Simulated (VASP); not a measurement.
# Mg: single point with BLYP

The system is Mg.

```
Mg
1.0
    -2.11044    1.73814    1.54670
     1.73814   -2.11044    1.54670
     3.89513    3.89513   -2.22857
Mg
2
Direct
  0.95843 0.04157 0.00000
  0.79157 0.20843 0.50000
```

This cell differs from its parent crystal: volume scaled by 0.92.

| Item | Value |
| --- | --- |
| Program | VASP 6.6.1 |
| Task | single point |
| Functional | BLYP |
| Potentials or basis | VASP PAW PBE potentials, release 64 (Mg) |
| Cutoff | 520 eV |
| k mesh | 14 × 14 × 7 |
| Occupations | fermi-dirac, width 0.1 eV |
| Spin | no spin polarisation |

- Pressure: 3.1 GPa
- Band gap on the k mesh: zero (band 2 reaches 4.28 eV, above the bottom of band 3 at 2.19 eV)

Stress tensor (GPa, compression positive):
```
3.22 0.41 0.05
0.41 3.22 0.05
0.05 0.05 2.87
```

Levels at points of the mesh, in eV from the Fermi level:
```csv
k point,band 1,band 2,band 3,band 4,band 5,band 6,band 7
"(0.00, 0.00, 0.00)",-7.21,-1.70,-1.24,11.17,11.20,11.28,11.31
"(0.50, 0.00, 0.00)",-1.18,-1.16,-0.49,-0.45,8.22,8.24,8.26
"(0.50, 0.50, 0.00)",-2.29,-2.23,2.73,3.14,3.47,3.79,7.07
```

Run time: 39 s on 1 thread of Intel(R) Xeon(R) 6975P-C (Granite Rapids) (shared host), peak memory 0.27 GiB.

Caveat: the PAW data sets were made with another functional, which shifts forces and pressure a little.
